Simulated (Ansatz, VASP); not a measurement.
**Ta2Se in VASP and in Ansatz**

```
Ta Se
1.0
     3.32991    0.00000    0.00000
     0.00000    3.32991    0.00000
     0.00000    0.00000    9.76262
Ta Se
4 2
Cartesian
  1.6650 0.0000 7.3927
  0.0000 1.6650 2.3699
  1.6650 0.0000 0.7481
  0.0000 1.6650 9.0145
  1.6650 0.0000 3.5666
  0.0000 1.6650 6.1960
```

Alike in both runs: functional LDA; k mesh 10 × 10 × 4; occupations fermi-dirac, width 0.15 eV; no spin polarisation.

Ansatz relaxed the structure, and its values are those at the end. VASP's run is a single point on that final structure, the one shown.

|  | VASP | Ansatz |
| --- | --- | --- |
| version | VASP 6.6.1 | Ansatz 0.2.0 |
| potentials or method | VASP PAW LDA potentials, release 64 (Ta_pv, Se), cutoff 520 eV | scalar-relativistic, plane waves, PAW |
| valence electrons in the cell | 56 | 84 |

```tsv
	VASP	Ansatz	Ansatz less VASP
gap on the k mesh at the Fermi level (eV)	none	none	-
pressure (GPa)	0.8	0.0	-0.81
rms of the force components (eV/Å)	0.021	0.000	-0.0209
```

LDA's correlation is that of Perdew and Zunger in VASP and of Perdew and Wang (1992) in Ansatz. A gap of «none» marks a metal or a gap that the smearing closes. VASP's potentials hold 56 valence electrons a cell and Ansatz's 84, so a difference there can come from the potentials and not from the codes.

Neither program's run includes spin-orbit coupling.
